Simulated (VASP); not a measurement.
# GaCo in VASP: notebook

GaCo is run at these levels: PBEsol; tasks: single point.

Everything below comes from runs of VASP 6.6.1. Logs are shortened: lines on timing, memory, paths and dates and some standing lists are left out, and cuts for length are marked.

## Step 1: The cell of the first run

The structure is tetragonal, space group P4/mmm (No. 123). Conventional cell: a = 2.998 Å, b = 2.998 Å, c = 3.114 Å, α = 90.00°, β = 90.00°, γ = 90.00°. Ga (site symmetry 4/mmm) has 8 Co at 2.63 Å and 6 Ga at 3.00 to 3.11 Å within 3.5 Å. Within 3.5 Å of Co (site symmetry 4/mmm) lie 8 Ga at 2.63 Å and 6 Co at 3.00 to 3.11 Å.

## Step 2: Single point, PBEsol (strain +0.040 along x and y, +0.080 along z)

INCAR reads:

```
SYSTEM = GaCo
  PREC = Accurate
  ENCUT = 520
  EDIFF = 1E-7
  ISMEAR = 0
  SIGMA = 0.15
  LREAL = .False.
  LASPH = .True.
  NELM = 60
  ALGO = Fast
  ISIF = 2
  LWAVE = .False.
  LCHARG = .False.
  GGA = PS
  NBANDS = 18
```

KPOINTS reads:

```
Automatic mesh
0
Gamma
  16 16 16
  0 0 0
```

POSCAR reads:

```
GaCo
1.0
    2.9984240000      0.0000000000      0.0000000000
    0.0000000000      2.9984240000      0.0000000000
    0.0000000000      0.0000000000      3.1137480000
Ga Co
1 1
Direct
    0.5000000000      0.5000000000      0.5000000000
    0.0000000000      0.0000000000      0.0000000000
```

Potentials or basis: VASP PAW PBE potentials, release 64 (Ga_d, Co).

Launch:

```sh
> cat potpaw_PBE.64/Ga_d/POTCAR potpaw_PBE.64/Co/POTCAR > POTCAR
> mpirun -np 1 vasp_std > vasp.out
```

OUTCAR:

```text
SYSTEM = GaCo
   PREC = Accurate
   ENCUT = 520
   EDIFF = 1E-7
   ISMEAR = 0
   LREAL = .False.
   LASPH = .True.
   NELM = 60
   ISIF = 2
   GGA = PS

 ion  position               nearest neighbor table
   1  0.500  0.500  0.500-   2 2.63   2 2.63   2 2.63   2 2.63   2 2.63   2 2.63   2 2.63   2 2.63

   2  0.000  0.000  0.000-   1 2.63   1 2.63   1 2.63   1 2.63   1 2.63   1 2.63   1 2.63   1 2.63

  LATTYP: Found a simple tetragonal cell.
 ALAT       =     2.9984240000
 C/A-ratio  =     1.0384615385

  Lattice vectors:

 A1 = (   2.9984240000,   0.0000000000,   0.0000000000)
 A2 = (   0.0000000000,   2.9984240000,   0.0000000000)
 A3 = (   0.0000000000,   0.0000000000,   3.1137480000)

Analysis of symmetry for initial positions (statically):
=====================================================================
 Subroutine PRICEL returns:
 Original cell was already a primitive cell.

 Routine SETGRP: Setting up the symmetry group for a
 simple tetragonal supercell.

 Subroutine GETGRP returns: Found 16 space group operations
 (whereof 16 operations were pure point group operations)
 out of a pool of 16 trial point group operations.

The static configuration has the point symmetry D_4h.

Analysis of symmetry for dynamics (positions and initial velocities):
=====================================================================
 Subroutine PRICEL returns:
 Original cell was already a primitive cell.

 Routine SETGRP: Setting up the symmetry group for a
 simple tetragonal supercell.

 Subroutine GETGRP returns: Found 16 space group operations
 (whereof 16 operations were pure point group operations)
 out of a pool of 16 trial point group operations.

The dynamic configuration has the point symmetry D_4h.

 Subroutine INISYM returns: Found 16 space group operations
 (whereof 16 operations are pure point group operations),
 and found     1 'primitive' translations

----------------------------------------------------------------------------------------

                                     Primitive cell

  volume of cell :      27.9943

  direct lattice vectors                    reciprocal lattice vectors
     2.998424000  0.000000000  0.000000000     0.333508536  0.000000000  0.000000000
     0.000000000  2.998424000  0.000000000     0.000000000  0.333508536  0.000000000
     0.000000000  0.000000000  3.113748000     0.000000000  0.000000000  0.321156368

  length of vectors
     2.998424000  2.998424000  3.113748000     0.333508536  0.333508536  0.321156368

  position of ions in fractional coordinates (direct lattice)
     0.500000000  0.500000000  0.500000000
     0.000000000  0.000000000  0.000000000

  ion indices of the primitive-cell ions
   primitive index   ion index
                 1           1
                 2           2

----------------------------------------------------------------------------------------

 KPOINTS: Automatic mesh

Automatic generation of k-mesh.
 Grid dimensions read from file:
 generate k-points for:   16   16   16

 Generating k-lattice:

  Cartesian coordinates                     Fractional coordinates (reciprocal lattice)
     0.020844284  0.000000000  0.000000000     0.062500000  0.000000000  0.000000000
     0.000000000  0.020844284  0.000000000     0.000000000  0.062500000  0.000000000
     0.000000000  0.000000000  0.020072273     0.000000000  0.000000000  0.062500000

  Length of vectors
     0.020844284  0.020844284  0.020072273

  Shift w.r.t. Gamma in fractional coordinates (k-lattice)
     0.000000000  0.000000000  0.000000000

 Subroutine IBZKPT returns following result:
 ===========================================

 Found    405 irreducible k-points:

 Following reciprocal coordinates:
            Coordinates               Weight
  0.000000  0.000000  0.000000      1.000000
  0.062500  0.000000  0.000000      4.000000
  0.125000  0.000000  0.000000      4.000000
  0.187500  0.000000  0.000000      4.000000
  0.250000  0.000000  0.000000      4.000000
  0.312500  0.000000  0.000000      4.000000
[... 16 lines left out ...]
  0.437500  0.125000  0.000000      8.000000
  0.500000  0.125000  0.000000      4.000000
 [... further k-points ...]
   k-points           NKPTS =    405   k-points in BZ     NKDIM =    405   number of bands    NBANDS=     18
   number of dos      NEDOS =    301   number of ions     NIONS =      2
   total plane-waves  NPLWV =  13824
   dimension x,y,z NGX =    24 NGY =   24 NGZ =   24
   dimension x,y,z NGXF=    48 NGYF=   48 NGZF=   48
   ions per type =               1   1
   NGX,Y,Z   is equivalent  to a cutoff of  13.31, 13.31, 12.81 a.u.
   NGXF,Y,Z  is equivalent  to a cutoff of  26.61, 26.61, 25.63 a.u.
 SYSTEM =  GaCo
   PREC   = accura    normal or accurate (medium, high low for compatibility)
   ISTART =      0    job   : 0-new  1-cont  2-samecut
   ICHARG =      2    charge: 1-file 2-atom 10-const
   ISPIN  =      1    spin polarized calculation?
   LNONCOLLINEAR =      F non collinear calculations
   LSORBIT =      F    spin-orbit coupling
   LASPH  =      T    aspherical Exc in radial PAW
   ENCUT  =  520.0 eV  38.22 Ry    6.18 a.u.   5.58  5.58  5.79*2*pi/ulx,y,z
   NELM   =     60;   NELMIN=  2; NELMDL= -5     # of ELM steps
   EDIFF  = 0.1E-06   stopping-criterion for ELM
   LREAL  =      F    real-space projection
   EDIFFG = 0.1E-05   stopping-criterion for IOM
   NSW    =      0    number of steps for IOM
   IBRION =     -1    ionic relax: 0-MD 1-quasi-New 2-CG
   NFREE  =      0    steps in history (QN), initial steepest desc. (CG)
   ISIF   =      2    stress and relaxation
   ISYM   =      2    0-nonsym 1-usesym 2-fastsym
   POTIM  = 0.5000    time-step for ionic-motion
   TEBEG  =    0.0;   TEEND  =   0.0 temperature during run
   PSTRESS=    0.0 pullay stress
   NELECT =      22.0000    total number of electrons
   NUPDOWN=      -1.0000    fix difference up-down
   EMIN   =  10.00;   EMAX   =-10.00  energy-range for DOS
   EFERMI =   0.00;   METHOD = LEGACY
   ISMEAR =     0;   SIGMA  =   0.15  broadening in eV -4-tet -1-fermi 0-gaus
   EFERMI_NEDOS =   21; number of points for ismear=-14 and -15
   IALGO  =     68    algorithm
   IMIX   =      4    mixing-type and parameters
     AMIX     =   0.40;   BMIX     =  1.00
     AMIX_MAG =   1.60;   BMIX_MAG =  1.00
  volume/ion in A,a.u.               =      14.00        94.46
  Fermi-wavevector in a.u.,A,eV,Ry     =   1.510750  2.854903 31.053460  2.282365
  Thomas-Fermi vector in A             =   2.620898
   LORBIT       =      0    0 simple, 1 ext, 2 COOP (PROOUT), +10 PAW based schemes
   GGA     = PS    functional components
   LHFCALC =     F    Hartree Fock is set to
   AEXX    =    0.0000 exact exchange contribution
   IVDW    =     0    specifies the selected vdW correction
   LEPSILON=     F    determine dielectric tensor
   LRPA    =     F    only Hartree local field effects (RPA)
 non-spin polarized calculation
 RMM-DIIS sequential band-by-band and
 Gauss-broadening in eV      SIGMA  =   0.15
  energy-cutoff  :      520.00
  volume of cell :       27.99
 maximum number of plane-waves:       772
 NGX is ok and might be reduce to    24
   NGX = 11   NGY = 11   NGZ = 11

 number of electron      21.9999994 magnetization

 Free energy of the ion-electron system (eV)
  ---------------------------------------------------
  ext. energy  EPLUGINS =         0.00000000
  ---------------------------------------------------
  free energy    TOTEN  =       -11.30372660 eV

  energy without entropy =      -11.28607326  energy(sigma->0) =      -11.29489993

 E-fermi :   7.5460     XC(G=0): -12.4379

 val. band max:        7.5458117236   @ k =   0.3125   0.0000   0.4375
 cond. band min:       7.5488261176   @ k =   0.3125   0.1250   0.5000
 fundamental gap:      0.0030143940
 Fermi energy:         7.5460187161

 k-point     1 :       0.0000    0.0000    0.0000
  band No.  band energies     occupation
      1      -7.2784      2.00000
      2      -7.2466      2.00000
      3      -7.0423      2.00000
      4      -7.0423      2.00000
      5      -7.0333      2.00000
      6      -3.2282      2.00000
[... 10 lines left out ...]
     17      18.1093      0.00000
     18      28.7788      0.00000

 k-point     2 :       0.0625    0.0000    0.0000
  band No.  band energies     occupation
      1      -7.2727      2.00000
      2      -7.2433      2.00000
      3      -7.0453      2.00000
      4      -7.0417      2.00000
      5      -7.0361      2.00000
      6      -3.1613      2.00000
[... 10 lines left out ...]
     17      18.7841      0.00000
     18      27.9175      0.00000

 k-point     3 :       0.1250    0.0000    0.0000
  band No.  band energies     occupation
      1      -7.2604      2.00000
      2      -7.2302      2.00000
      3      -7.0538      2.00000
      4      -7.0442      2.00000
      5      -7.0402      2.00000
      6      -2.9606      2.00000
[... 10 lines left out ...]
     17      20.4798      0.00000
     18      26.8302      0.00000

 k-point     4 :       0.1875    0.0000    0.0000
  band No.  band energies     occupation
      1      -7.2501      2.00000
      2      -7.2030      2.00000
      3      -7.0664      2.00000
      4      -7.0562      2.00000
      5      -7.0378      2.00000
      6      -2.6267      2.00000
[... 10 lines left out ...]
     17      22.5781      0.00000
     18      24.5792      0.00000

 k-point     5 :       0.2500    0.0000    0.0000
  band No.  band energies     occupation
      1      -7.2421      2.00000
      2      -7.1675      2.00000
      3      -7.0813      2.00000
      4      -7.0704      2.00000
      5      -7.0350      2.00000
      6      -2.1614      2.00000
[... 10 lines left out ...]
     17      23.0294      0.00000
     18      24.0910      0.00000

 k-point     6 :       0.3125    0.0000    0.0000
  band No.  band energies     occupation
      1      -7.2351      2.00000
      2      -7.1317      2.00000
      3      -7.0961      2.00000
      4      -7.0844      2.00000
      5      -7.0322      2.00000
      6      -1.5699      2.00000
[... 10 lines left out ...]
     17      21.4724      0.00000
     18      22.6296      0.00000

 k-point     7 :       0.3750    0.0000    0.0000
  band No.  band energies     occupation
      1      -7.2296      2.00000
      2      -7.1087      2.00000
      3      -7.1016      2.00000
      4      -7.0963      2.00000
      5      -7.0298      2.00000
      6      -0.8661      2.00000
[... 10 lines left out ...]
     17      20.0791      0.00000
     18      21.2193      0.00000

 k-point     8 :       0.4375    0.0000    0.0000
  band No.  band energies     occupation
      1      -7.2259      2.00000
      2      -7.1170      2.00000
      3      -7.1043      2.00000
      4      -7.0817      2.00000
      5      -7.0283      2.00000
      6      -0.0972      2.00000
[... 10 lines left out ...]
     17      19.3309      0.00000
     18      20.0409      0.00000
[... 229 lines left out ...]
     17      22.5078      0.00000
     18      22.8067      0.00000

 k-point    20 :       0.2500    0.1250    0.0000
  band No.  band energies     occupation
      1      -7.2161      2.00000
      2      -7.1584      2.00000
      3      -7.0879      2.00000
      4      -7.0808      2.00000
      5      -7.0476      2.00000
      6      -1.9028      2.00000
[... 10 lines left out ...]
     17      21.1249      0.00000
     18      23.1398      0.00000

 k-point    21 :       0.3125    0.1250    0.0000
  band No.  band energies     occupation
      1      -7.2104      2.00000
      2      -7.1210      2.00000
      3      -7.1042      2.00000
      4      -7.0960      2.00000
      5      -7.0455      2.00000
      6      -1.3189      2.00000
[... 10 lines left out ...]
     17      21.4325      0.00000
     18      21.6532      0.00000

 k-point    22 :       0.3750    0.1250    0.0000
  band No.  band energies     occupation
      1      -7.2055      2.00000
      2      -7.1183      2.00000
      3      -7.1089      2.00000
      4      -7.0896      2.00000
      5      -7.0436      2.00000
      6      -0.6273      2.00000
[... 10 lines left out ...]
     17      20.3109      0.00000
     18      21.6749      0.00000

 k-point    23 :       0.4375    0.1250    0.0000
  band No.  band energies     occupation
      1      -7.2023      2.00000
      2      -7.1275      2.00000
      3      -7.1175      2.00000
      4      -7.0690      2.00000
      5      -7.0424      2.00000
      6       0.1185      2.00000
[... 10 lines left out ...]
     17      19.1704      0.00000
     18      21.2432      0.00000

 k-point    24 :       0.5000    0.1250    0.0000
  band No.  band energies     occupation
      1      -7.2011      2.00000
      2      -7.1307      2.00000
      3      -7.1205      2.00000
      4      -7.0618      2.00000
      5      -7.0420      2.00000
      6       0.5907      2.00000
[... 10 lines left out ...]
     17      18.6037      0.00000
     18      20.9936      0.00000

 [... further k-points ...]
[... 5 lines left out ...]
  --------------------------------------------------------------------------------------
  -------------------------------------------------------------------------------------
  Total       -4.2663554     -4.2663554     -4.3671963      0.0000000      0.0000000      0.0000000
  in kB     -244.1732370   -244.1732370   -249.9445887      0.0000000      0.0000000      0.0000000
  external PRESSURE =    -246.0970209 kB  Pullay stress =       0.0000000 kB

 VOLUME and BASIS-vectors are now :
 -----------------------------------------------------------------------------
  energy-cutoff  :      520.00
  volume of cell :       27.99
      direct lattice vectors                 reciprocal lattice vectors
     2.998424000  0.000000000  0.000000000     0.333508536  0.000000000  0.000000000
     0.000000000  2.998424000  0.000000000     0.000000000  0.333508536  0.000000000
     0.000000000  0.000000000  3.113748000     0.000000000  0.000000000  0.321156368

 POSITION                                       TOTAL-FORCE (eV/Angst)
 -----------------------------------------------------------------------------------
      1.49921      1.49921      1.55687         0.000000      0.000000      0.000000
      0.00000      0.00000      0.00000         0.000000      0.000000      0.000000
 -----------------------------------------------------------------------------------
    total drift:                                0.000000      0.000000     -0.000000

  FREE ENERGIE OF THE ION-ELECTRON SYSTEM (eV)
  ---------------------------------------------------
  free  energy   TOTEN  =       -11.3037266047 eV

  energy  without entropy=      -11.2860732584  energy(sigma->0) =      -11.29489993
```

Wall time 4.1 min (1 thread of Intel Xeon Platinum 8488C (Sapphire Rapids), shared host); peak memory 0.32 GiB.

What came out:

```yaml
Free_energy: -11.3037 eV
Pressure: -24.6 GPa
Band_gap_on_the_k_mesh: zero (band 11 reaches 8.34 eV, above the bottom of band 12 at 7.36 eV)
```

Stress tensor (GPa, compression positive):
```
-24.42   0.00   0.00
  0.00 -24.42   0.00
  0.00   0.00 -24.99
```

Levels at points of the mesh, in eV from the Fermi level:
| k point | band 9 | band 10 | band 11 | band 12 | band 13 | band 14 |
| --- | --- | --- | --- | --- | --- | --- |
| (0.00, 0.00, 0.00) | -0.54 | -0.54 | -0.47 | 3.94 | 5.11 | 5.11 |
| (0.50, 0.00, 0.00) | -1.46 | -1.24 | -0.52 | 0.19 | 8.78 | 9.68 |
| (0.50, 0.50, 0.00) | -1.89 | -0.99 | -0.99 | -0.11 | 1.70 | 2.83 |
| (0.00, 0.00, 0.50) | -1.25 | -1.25 | -0.46 | -0.05 | 9.36 | 9.36 |
| (0.50, 0.00, 0.50) | -2.02 | -0.89 | -0.86 | -0.18 | 1.57 | 2.48 |
| (0.50, 0.50, 0.50) | -0.25 | -0.17 | -0.09 | 3.64 | 3.64 | 3.66 |

Caveat: the cell differs from its parent crystal (strain +0.040 along x and y, +0.080 along z); the PAW data sets were made with another functional, which shifts forces and pressure a little. Spin polarisation is off, so any magnetic state and its effect on volume and gap are missing.

(Continued in part 2 of 2.)
